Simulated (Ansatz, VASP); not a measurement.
## One calculation of ZrMo2C2, two programs

```
CELL_PARAMETERS angstrom
4.19370 0.00000 0.00000
-2.09685 3.63185 0.00000
0.00000 0.00000 5.58474
ATOMIC_POSITIONS crystal
Zr 0.00000 0.00000 0.00000
Mo 0.33333 0.66667 0.50000
Mo 0.66667 0.33333 0.50000
C 0.00000 0.00000 0.62099
C 0.00000 0.00000 0.37901
```

Alike in both runs: task relaxation of cell and atoms; functional PBE; k mesh 12 × 12 × 8; occupations gaussian, width 0.1 eV; no spin polarisation.

|  | VASP | Ansatz |
| --- | --- | --- |
| version | VASP 6.6.1 | Ansatz 0.2.0 |
| potentials or method | VASP PAW PBE potentials, release 64 (Zr_sv, Mo_sv, C), cutoff 600 eV | scalar-relativistic, plane waves, PAW |
| valence electrons in the cell | 48 | 48 |

Ansatz gave:

```
gap on the k mesh at the Fermi level, each at its own relaxed structure (eV) : none
relaxed volume (Å³/atom)                                                     : 16.99
relaxed cell length with the largest relative difference (Å)                 : 4.188
```

Which values does VASP return?

gap on the k mesh at the Fermi level, each at its own relaxed structure (eV): none; relaxed volume (Å³/atom): 17.02; relaxed cell length with the largest relative difference (Å): 4.192.

A gap of «none» marks a metal or a gap that the smearing closes.
